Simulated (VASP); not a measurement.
## Ge32H19N: single point with PBE+D3(BJ)

Ge32H19N, a slab with vacuum:

```xyz
52
Lattice="8.0016 8.0016 0.0000 -8.0016 8.0016 0.0000 0.0000 0.0000 20.9129" Properties=species:S:1:pos:R:3 pbc="T T T"
Ge   -5.0009   -0.0245    7.1568
Ge    1.0312   -4.1234    7.1674
Ge    0.7861   -0.0828    7.6193
Ge    1.0256    3.9680    7.1660
Ge    3.4884   -4.0294    8.0059
Ge    3.2763   -0.0131    7.3119
Ge    3.4816    3.9860    8.0075
Ge    8.5536   -0.0861    8.0136
Ge   -4.0687    2.1017    6.3365
Ge    0.0822   -2.0327    6.2650
Ge    0.0223    1.8921    6.3383
Ge    0.0832    6.0701    6.3148
Ge    3.9772   -2.1531    6.3447
Ge    3.9468    2.1284    6.3332
Ge    3.9668    5.8663    6.3504
Ge    8.0300    1.7911    6.3728
Ge   -2.0260    1.9992    4.9128
Ge    2.0640   -2.0097    4.7846
Ge    2.0138    2.0126    4.8032
Ge    2.0336    6.0017    4.7776
Ge    6.0153   -2.0136    4.9220
Ge    5.9929    2.0022    4.9243
Ge    5.9987    5.9907    4.9071
Ge    9.9921    2.0091    4.7882
Ge   -2.0004    0.0000    3.4394
Ge    2.0004   -4.0008    3.4394
Ge    2.0004    0.0000    3.4394
Ge    2.0004    4.0008    3.4394
Ge    6.0012   -4.0008    3.4394
Ge    6.0012    0.0000    3.4394
Ge    6.0012    4.0008    3.4394
Ge   10.0020    0.0000    3.4394
H    -0.7838    0.0000    2.5000
H    -3.2170    0.0000    2.5000
H     3.2170   -4.0008    2.5000
H     0.7838   -4.0008    2.5000
H     3.2170    0.0000    2.5000
H     0.7838    0.0000    2.5000
H     3.2170    4.0008    2.5000
H     0.7838    4.0008    2.5000
H     7.2178   -4.0008    2.5000
H     4.7846   -4.0008    2.5000
H     7.2178    0.0000    2.5000
H     4.7846    0.0000    2.5000
H     7.2178    4.0008    2.5000
H     4.7846    4.0008    2.5000
H    11.2186    0.0000    2.5000
H     8.7854    0.0000    2.5000
H     1.6338   -0.0246    9.1513
H     3.5414    0.8959    9.7046
H     3.6307   -0.7622    9.7693
N     3.1962    0.0278    9.2855
```

```json
{"Program": "VASP 6.6.1", "Task": "single point", "Functional": "PBE", "Dispersion": "D3(BJ)", "Potentials or basis": "VASP PAW PBE potentials, release 64 (Ge_d, H, N)", "Cutoff": "520 eV", "k mesh": "1 × 1 × 1", "Occupations": "gaussian, width 0.03 eV", "Spin": "no spin polarisation"}
```

| Quantity | Value |
| --- | --- |
| Largest force | 0.617 eV/Å |
| Dispersion energy per atom | -0.136 eV |

Forces on the atoms (eV/Å):
```
Ge   0.004  0.006  0.004
Ge   0.007  0.006 -0.013
Ge   0.004  0.022  0.041
Ge   0.006  0.001 -0.016
Ge   0.007 -0.001  0.008
Ge  -0.011 -0.008 -0.008
Ge   0.006  0.007  0.011
Ge  -0.002  0.005  0.003
Ge   0.001  0.003  0.007
Ge  -0.001 -0.004  0.004
Ge   0.008  0.001 -0.018
Ge  -0.002  0.003  0.001
Ge  -0.001  0.003 -0.010
Ge  -0.001 -0.006  0.002
Ge  -0.008  0.001 -0.011
Ge   0.006  0.000 -0.013
Ge  -0.004 -0.003 -0.002
Ge   0.002 -0.004 -0.001
Ge   0.008  0.007  0.002
Ge  -0.003 -0.014  0.000
Ge  -0.004  0.000  0.000
Ge  -0.005  0.001  0.002
Ge  -0.007  0.001  0.000
Ge  -0.008 -0.003  0.002
Ge  -0.134 -0.033  0.518
Ge   0.037  0.103 -0.607
Ge  -0.043  0.054 -0.313
Ge   0.045 -0.001 -0.571
Ge   0.144  0.031  0.446
Ge  -0.142 -0.051  0.592
Ge   0.146 -0.067  0.432
Ge  -0.108  0.054 -0.494
H    0.025  0.001  0.024
H    0.082 -0.017  0.022
H   -0.085 -0.105 -0.051
H    0.116 -0.028 -0.010
H   -0.098  0.057 -0.010
H    0.046 -0.021 -0.026
H   -0.085 -0.004 -0.048
H    0.113  0.058 -0.016
H   -0.092 -0.045  0.024
H    0.013  0.005  0.028
H    0.023  0.007  0.010
H    0.090 -0.016  0.027
H   -0.092  0.010  0.025
H    0.014 -0.040  0.027
H   -0.069  0.059  0.003
H    0.053 -0.019 -0.023
H   -0.009 -0.024 -0.004
H   -0.022 -0.002 -0.014
H   -0.033 -0.025 -0.021
N    0.061  0.036  0.038
```

Levels at points of the mesh, in eV from the Fermi level:
```
           k point  band 233  band 234  band 235  band 236  band 237  band 238  band 239  band 240
(0.00, 0.00, 0.00)     -0.40     -0.34     -0.26     -0.19      0.40      0.79      1.12      1.16
```

Run time: 31 min on 1 thread of Intel(R) Xeon(R) Platinum 8259CL CPU @ 2.50GHz (Skylake/Cascade Lake) (shared host), peak memory 1.8 GiB.

Caveat: the k points lie up to 0.56 Å⁻¹ apart.
